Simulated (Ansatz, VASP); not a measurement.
## C: VASP beside Ansatz

The input INCAR:

```
SYSTEM = C
PREC     = Accurate       ! precision mode
ENCUT    = 520            ! plane-wave cutoff, eV
EDIFF    = 1E-6           ! SCF threshold, eV
ISMEAR   = -1             ! smearing method
SIGMA    = 0.05           ! smearing width, eV
LREAL    = .FALSE.        ! projectors in reciprocal space
LASPH    = .TRUE.         ! aspherical terms in the spheres
NELM     = 100            ! most SCF steps
ALGO     = Normal         ! electronic algorithm
ISIF     = 2              ! what is computed and relaxed
LWAVE    = .FALSE.        ! write WAVECAR
LCHARG   = .FALSE.        ! write CHGCAR
GGA      = CA             ! functional
NBANDS   = 16             ! bands
```

KPOINTS

```
Automatic mesh
0
G
  12 12 2
  0 0 0
```

File POSCAR:

```
C
1.0
    2.4724943874      0.0000000000      0.0000000000
   -1.2362471937      2.1412429502      0.0000000000
    0.0000000000      0.0000000000     24.2937923774
C
4
Direct
    0.6666666667      0.3333333333      0.5704754400
    0.3333333333      0.6666666667      0.4295245600
    0.0000000000      0.0000000000      0.4295312300
    0.0000000000      0.0000000000      0.5704687700
```

The input input.yaml:

```yaml
crystal:
  lattice:
    - [2.4724943874, 0.0, 0.0]
    - [-1.2362471937, 2.1412429502, 0.0]
    - [0.0, 0.0, 24.2937923774]
  atoms:
    - { symbol: C, position: [0.6666666667, 0.3333333333, 0.57047544] }
    - { symbol: C, position: [0.3333333333, 0.6666666667, 0.42952456] }
    - { symbol: C, position: [0.0, 0.0, 0.42953123] }
    - { symbol: C, position: [0.0, 0.0, 0.57046877] }
kpoints:
  mp_grid: { grid: [12, 12, 2] }
scf:
  occupations: { method: fermi_dirac, width: 0.05 }
hamiltonian:
  xc: lda
  pseudopotentials: { kind: all_electron, lapw: { basis_error: 0.002 } }
output:
  forces: true
  stress: true
  eigenvalues: true
```

Change from the starting cell: volume scaled by 1.02.

Alike in both runs: task single point; functional LDA; k mesh 12 × 12 × 2; occupations fermi-dirac, width 0.05 eV; no spin polarisation.

```csv
,VASP,Ansatz
version,VASP 6.6.1,Ansatz 0.2.0
potentials or method,"VASP PAW LDA potentials, release 64 (C), cutoff 520 eV","all-electron LAPW, scalar-relativistic"
```

|  | VASP | Ansatz | Ansatz less VASP |
| --- | --- | --- | --- |
| gap on the k mesh at the Fermi level (eV) | none | none | - |
| rms of the force components (eV/Å) | 0.010 | 0.010 | -0.0001 |

LDA's correlation is that of Perdew and Zunger in VASP and of Perdew and Wang (1992) in Ansatz. Atom by atom the forces differ by 0.000 eV/Å (rms over components). A gap of «none» marks a metal or a gap that the smearing closes. Ansatz ran all-electron here, and VASP with PAW potentials.
